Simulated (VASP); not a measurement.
# ZrSi2 (Cmcm) in VASP: further runs, part 2 of 2

VASP 6.6.1. The steps go on from the part before.

## Step 3: Single point, PBE

This run uses another cell than the first one, of 16.80 Å³/atom.

Contents of INCAR:

```
  PREC = Accurate
  ENCUT = 520
  EDIFF = 1E-6
  ISMEAR = 0
  SIGMA = 0.1
  LREAL = False
  LASPH = True
  NELM = 80
  ALGO = Normal
  ISIF = 2
  LWAVE = False
  LCHARG = False
  GGA = PE
  NBANDS = 29
```

Contents of KPOINTS:

```
Automatic mesh
0
Gamma
  10 10 10
```

Contents of POSCAR:

```
ZrSi2
1.0
    1.8525903340     -7.3940131374      0.0000000000
    1.8525903340      7.3940131374      0.0000000000
    0.0000000000      0.0000000000      3.6790720032
Zr Si
2 4
Direct
    0.8946665379      0.1053334621      0.7500000000
    0.1053334621      0.8946665379      0.2500000000
    0.5530999448      0.4469000552      0.7500000000
    0.4469000552      0.5530999448      0.2500000000
    0.2503123054      0.7496876946      0.7500000000
    0.7496876946      0.2503123054      0.2500000000
```

Potentials or basis: VASP PAW PBE potentials, release 64 (Zr_sv, Si).

On the command line:

```sh
> cat potpaw_PBE.64/Zr_sv/POTCAR potpaw_PBE.64/Si/POTCAR > POTCAR
> mpirun -np 1 vasp_std > vasp.out
```

OUTCAR:

```text
PREC = Accurate
   ENCUT = 520
   EDIFF = 1E-6
   ISMEAR = 0
   LREAL = False
   LASPH = True
   NELM = 80
   ISIF = 2
   GGA = PE

 ion  position               nearest neighbor table
   1  0.895  0.105  0.750-   4 2.72   4 2.72   4 2.72   4 2.72   6 2.82   6 2.82   5 2.83   5 2.83
                             3 2.99   3 2.99   2 3.62   2 3.62
   2  0.105  0.895  0.250-   3 2.72   3 2.72   3 2.72   3 2.72   5 2.82   5 2.82   6 2.83   6 2.83
                             4 2.99   4 2.99   1 3.62   1 3.62
   3  0.553  0.447  0.750-   4 2.42   4 2.42   2 2.72   2 2.72   2 2.72   2 2.72   1 2.99   1 2.99

   4  0.447  0.553  0.250-   3 2.42   3 2.42   1 2.72   1 2.72   1 2.72   1 2.72   2 2.99   2 2.99

   5  0.250  0.750  0.750-   6 2.61   6 2.61   6 2.61   6 2.61   2 2.82   2 2.82   1 2.83   1 2.83

   6  0.750  0.250  0.250-   5 2.61   5 2.61   5 2.61   5 2.61   1 2.82   1 2.82   2 2.83   2 2.83

  LATTYP: Found a base centered orthorhombic cell.
 ALAT       =     3.7051806680
 B/A-ratio  =     3.9911754918
 C/A-ratio  =     0.9929534705

  Lattice vectors:

 A1 = (   1.8525903340,  -7.3940131374,   0.0000000000)
 A2 = (   1.8525903340,   7.3940131374,   0.0000000000)
 A3 = (   0.0000000000,   0.0000000000,   3.6790720032)

Analysis of symmetry for initial positions (statically):
=====================================================================
 Subroutine PRICEL returns:
 Original cell was already a primitive cell.

 Routine SETGRP: Setting up the symmetry group for a
 base centered orthorhombic supercell.

 Subroutine GETGRP returns: Found  8 space group operations
 (whereof  4 operations were pure point group operations)
 out of a pool of  8 trial point group operations.

The static configuration has the point symmetry C_2h.
 The point group associated with its full space group is D_2h.

Analysis of symmetry for dynamics (positions and initial velocities):
=====================================================================
 Subroutine PRICEL returns:
 Original cell was already a primitive cell.
[... 140 lines left out ...]
  Thomas-Fermi vector in A             =   2.338819
   LORBIT       =      0    0 simple, 1 ext, 2 COOP (PROOUT), +10 PAW based schemes
   GGA     = PE    functional components
   LHFCALC =     F    Hartree Fock is set to
   AEXX    =    0.0000 exact exchange contribution
   IVDW    =     0    specifies the selected vdW correction
   LEPSILON=     F    determine dielectric tensor
   LRPA    =     F    only Hartree local field effects (RPA)
 non-spin polarized calculation
 Gauss-broadening in eV      SIGMA  =   0.10
  energy-cutoff  :      520.00
  volume of cell :      100.79
 maximum number of plane-waves:      2736
 NGX is ok and might be reduce to    60
   NGX = 29   NGY = 29   NGZ = 13

 number of electron      40.0000000 magnetization

 Free energy of the ion-electron system (eV)
  ---------------------------------------------------
  ext. energy  EPLUGINS =         0.00000000
  ---------------------------------------------------
  free energy    TOTEN  =       -42.72005850 eV

  energy without entropy =      -42.71319946  energy(sigma->0) =      -42.71662898

 E-fermi :   9.9895     XC(G=0): -11.2516

 val. band max:        9.9877072429   @ k =   0.5000   0.4000   0.3000
 cond. band min:      10.0020740546   @ k =   0.5000   0.2000   0.1000
 fundamental gap:      0.0143668117
 Fermi energy:         9.9895239216

 k-point     1 :       0.0000    0.0000    0.0000
  band No.  band energies     occupation
      1     -38.8074      2.00000
      2     -38.7954      2.00000
      3     -17.0367      2.00000
      4     -16.8973      2.00000
      5     -16.8760      2.00000
      6     -16.8757      2.00000
[... 757 lines left out ...]
     28      13.7475      0.00000
     29      13.9966      0.00000

 [... further k-points ...]

------------------------ aborting loop because EDIFF is reached ----------------------------------------

  FORCE on cell =-STRESS in cart. coord.  units (eV):
  Direction    XX          YY          ZZ          XY          YZ          ZX
  --------------------------------------------------------------------------------------
  -------------------------------------------------------------------------------------
  Total        0.0050529      0.0195641      0.0152149      0.0000000      0.0000000      0.0000000
  in kB        0.0803193      0.3109866      0.2418530      0.0000000      0.0000000      0.0000000
  external PRESSURE =       0.2110529 kB  Pullay stress =       0.0000000 kB

 VOLUME and BASIS-vectors are now :
 -----------------------------------------------------------------------------
  energy-cutoff  :      520.00
  volume of cell :      100.79
      direct lattice vectors                 reciprocal lattice vectors
     1.852590334 -7.394013137  0.000000000     0.269892372 -0.067622276  0.000000000
     1.852590334  7.394013137  0.000000000     0.269892372  0.067622276  0.000000000
     0.000000000  0.000000000  3.679072003     0.000000000  0.000000000  0.271807673

 POSITION                                       TOTAL-FORCE (eV/Angst)
 -----------------------------------------------------------------------------------
      1.85259     -5.83634      2.75930         0.000000      0.002490      0.000000
      1.85259      5.83634      0.91977         0.000000     -0.002490     -0.000000
      1.85259     -0.78524      2.75930         0.000000      0.010592     -0.000000
      1.85259      0.78524      0.91977         0.000000     -0.010592     -0.000000
      1.85259      3.69239      2.75930         0.000000      0.001511     -0.000000
      1.85259     -3.69239      0.91977         0.000000     -0.001511      0.000000
 -----------------------------------------------------------------------------------
    total drift:                                0.000000      0.000000     -0.000000

  FREE ENERGIE OF THE ION-ELECTRON SYSTEM (eV)
  ---------------------------------------------------
  free  energy   TOTEN  =       -42.7200585010 eV

  energy  without entropy=      -42.7131994626  energy(sigma->0) =      -42.71662898
```

OSZICAR:

```text
N       E                     dE             d eps       ncg     rms          rms(c)
DAV:   1     0.264910955075E+03    0.26491E+03   -0.19463E+04 10796   0.129E+03
DAV:   2    -0.218910655757E+02   -0.28680E+03   -0.27913E+03 12424   0.327E+02
DAV:   3    -0.432559233119E+02   -0.21365E+02   -0.21098E+02 19017   0.677E+01
DAV:   4    -0.443005360943E+02   -0.10446E+01   -0.10411E+01 14728   0.142E+01
DAV:   5    -0.443457143649E+02   -0.45178E-01   -0.45167E-01 16571   0.239E+00    0.234E+01
DAV:   6    -0.427789753172E+02    0.15667E+01   -0.54786E+00 13513   0.109E+01    0.957E+00
DAV:   7    -0.427305944662E+02    0.48381E-01   -0.65182E-01 16909   0.355E+00    0.297E+00
DAV:   8    -0.427200832781E+02    0.10511E-01   -0.55005E-02 13841   0.126E+00    0.716E-01
DAV:   9    -0.427199867420E+02    0.96536E-04   -0.57095E-03 13843   0.463E-01    0.246E-01
DAV:  10    -0.427200300835E+02   -0.43342E-04   -0.62052E-04 15889   0.151E-01    0.851E-02
DAV:  11    -0.427200616964E+02   -0.31613E-04   -0.10982E-04 13904   0.740E-02    0.209E-02
DAV:  12    -0.427200594926E+02    0.22038E-05   -0.59215E-06 13544   0.168E-02    0.686E-03
DAV:  13    -0.427200585010E+02    0.99164E-06   -0.96978E-07  8158   0.672E-03
   1 F= -.42720059E+02 E0= -.42716629E+02  d E =-.685904E-02
```

stdout:

```text
POSCAR found type information on POSCAR ZrSi
 POSCAR found :  2 types and       6 ions
 scaLAPACK will be used
 LDA part: xc-table for (Slater+PW92), standard interpolation
 POSCAR, INCAR and KPOINTS ok, starting setup
 FFT: planning ... GRIDC
 FFT: planning ... GRID_SOFT
 FFT: planning ... GRID
 WAVECAR not read
 entering main loop
```

It took 11 min on 1 thread of Intel Xeon Platinum 8259CL at 2.50GHz (Skylake/Cascade Lake), shared host; peak memory 0.61 GiB.

What came out:

```
Free energy            : -42.7201 eV
Pressure               : 0.0 GPa
Largest force          : 0.011 eV/Å
Band gap on the k mesh : zero (bands 20 and 21 overlap by 0.94 eV)
```

Forces in eV/Å, atoms in the order of the input:
```
Zr   0.000  0.002  0.000
Zr   0.000 -0.002  0.000
Si   0.000  0.011  0.000
Si   0.000 -0.011  0.000
Si   0.000  0.002  0.000
Si   0.000 -0.002  0.000
```
